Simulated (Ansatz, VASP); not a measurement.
# Two plane-wave programs on Ti

```
CELL_PARAMETERS angstrom
0.00000 2.42576 4.75930
1.45579 0.00000 4.75930
1.45579 2.42576 0.00000
ATOMIC_POSITIONS crystal
Ti 0.86514 0.86514 0.13486
Ti 0.13486 0.13486 0.86514
```

Alike in both runs: functional PBEsol; k mesh 22 × 22 × 22; occupations gaussian, width 0.1 eV; no spin polarisation.

Ansatz relaxed the structure, and its values are those at the end. VASP's run is a single point on that final structure, the one shown.

|  | VASP | Ansatz |
| --- | --- | --- |
| version | VASP 6.6.1 | Ansatz 0.2.0 |
| potentials or method | VASP PAW PBE potentials, release 64 (Ti_sv), cutoff 520 eV | scalar-relativistic, plane waves, PAW |
| valence electrons in the cell | 24 | 24 |

```tsv
	VASP	Ansatz	Ansatz less VASP
gap on the k mesh at the Fermi level (eV)	none	none	-
pressure (GPa)	-0.2	0.0	+0.23
rms of the force components (eV/Å)	0.006	0.002	-0.0040
```

VASP's potentials were made for PBE, not for PBEsol. A gap of «none» marks a metal or a gap that the smearing closes. With one functional, cell and mesh, what is left measures potentials, basis and numerics.
